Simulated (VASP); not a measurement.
Write the native input for VASP 6.6.1 that does the following.

| Item | Value |
| --- | --- |
| Task | single point |
| Functional | r2SCAN |
| Dispersion | rVV10 |
| Potentials or basis | VASP PAW PBE potentials, release 64 (Co) |
| Cutoff | 520 eV |
| k mesh | 12 × 12 × 4 |
| Occupations | fermi-dirac, width 0.05 eV |
| Spin | collinear spin, ferromagnetic start |
| Starting moments | [2.0, 2.0, 2.0, 2.0] μB |
| Dipole correction | no |
| Further INCAR settings | ALGO = Normal; EDIFF = 1e-07; NBANDS = 30 |

Crystal: Co.

```xyz
4
Lattice="2.4627 0.0000 0.0000 -1.2313 2.1328 0.0000 0.0000 0.0000 8.0489" Properties=species:S:1:pos:R:3 pbc="T T T"
Co    1.2313    0.7109    6.0367
Co    0.0000    0.0000    4.0245
Co    0.0000    1.4218    2.0122
Co    0.0000    0.0000    0.0000
```

These files were run (other wordings do the same):

POSCAR

```
Co
1.0
    2.4626885072      0.0000000000      0.0000000000
   -1.2313442536      2.1327508088      0.0000000000
    0.0000000000      0.0000000000      8.0489032546
Co
4
Direct
    0.6666666667      0.3333333333      0.7500000000
    0.0000000000      0.0000000000      0.5000000000
    0.3333333333      0.6666666667      0.2500000000
    0.0000000000      0.0000000000      0.0000000000
```

INCAR.step1

```
ALGO = Normal ; EDIFF = 1E-4
ENCUT = 520 ; GGA = PE
ISMEAR = -1 ; ISPIN = 2
LASPH = True ; LCHARG = False
LMAXMIX = 4 ; LREAL = False
LWAVE = True ; MAGMOM = 2 2 2 2
NBANDS = 30 ; NELM = 150
PREC = Accurate ; SIGMA = 0.05
```

INCAR.step2

```
ALGO = Normal ; BPARAM = 11.95
CPARAM = 0.0093 ; EDIFF = 1E-7
ENCUT = 520 ; ISIF = 2
ISMEAR = -1 ; ISPIN = 2
ISTART = 1 ; IVDW_NL = 2
LASPH = True ; LCHARG = True
LELF = True ; LMAXMIX = 4
LMIXTAU = True ; LORBIT = 11
LREAL = False ; LUSE_VDW = True
LVHAR = True ; LWAVE = False
MAGMOM = 2 2 2 2 ; METAGGA = R2SCAN
NBANDS = 30 ; NELM = 150
PREC = Accurate ; SIGMA = 0.05
```

KPOINTS

```
k-points
0
Gamma
  12 12 4
```

Potentials or basis: VASP PAW PBE potentials, release 64 (Co).

Launch:

```console
$ cat potpaw_PBE.64/Co/POTCAR > POTCAR
$ cp INCAR.step1 INCAR
$ mpirun -np 1 vasp_std > vasp.out
$ cp INCAR.step2 INCAR
$ mpirun -np 1 vasp_std > vasp.out
```

Results of the run:

```yaml
Pressure: 0.3 GPa
Net_moment: 7.05 μB per cell
Site_moments: Co +1.83, +1.81 μB
Valence_electrons_inside_the_program's_atomic_spheres: Co 8.34, 8.35
```

Caveat: the PAW data sets were made with another functional, which shifts forces and pressure a little.

Wall time 9.7 min on 1 thread of Intel Xeon 6975P-C, with other jobs on the host, peak memory 0.33 GiB.
